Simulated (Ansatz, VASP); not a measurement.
# ZrF2 in VASP and in Ansatz

```
CELL_PARAMETERS angstrom
-2.16985 2.16985 3.20620
2.16985 -2.16985 3.20620
2.16985 2.16985 -3.20620
ATOMIC_POSITIONS crystal
Zr 0.25000 0.75000 0.50000
Zr 0.50000 0.50000 0.00000
F 0.37500 0.12500 0.25000
F 0.87500 0.12500 0.75000
F 0.87500 0.12500 0.25000
F 0.87500 0.62500 0.75000
```

Alike in both runs: task relaxation of cell and atoms; functional PBE; k mesh 6 × 6 × 6; occupations gaussian, width 0.1 eV; no spin polarisation.

```csv
,VASP,Ansatz
version,VASP 6.6.1,Ansatz 0.2.0
potentials or method,"VASP PAW PBE potentials, release 64 (Zr_sv, F), cutoff 600 eV","scalar-relativistic, plane waves, PAW"
valence electrons in the cell,52,52
```

```csv
,VASP,Ansatz,Ansatz less VASP
"gap on the k mesh at the Fermi level, each at its own relaxed structure (eV)",none,none,-
relaxed volume (Å³/atom),12.00,12.96,+0.959
relaxed cell length with the largest relative difference (Å),5.293,5.609,+0.3157
```

A gap of «none» marks a metal or a gap that the smearing closes. One of these differences is far larger than is usual between the two programs; its cause wasn't traced.

Noted on VASP's run: the volume moved by over 15 % at a fixed basis, so the end points are rough.
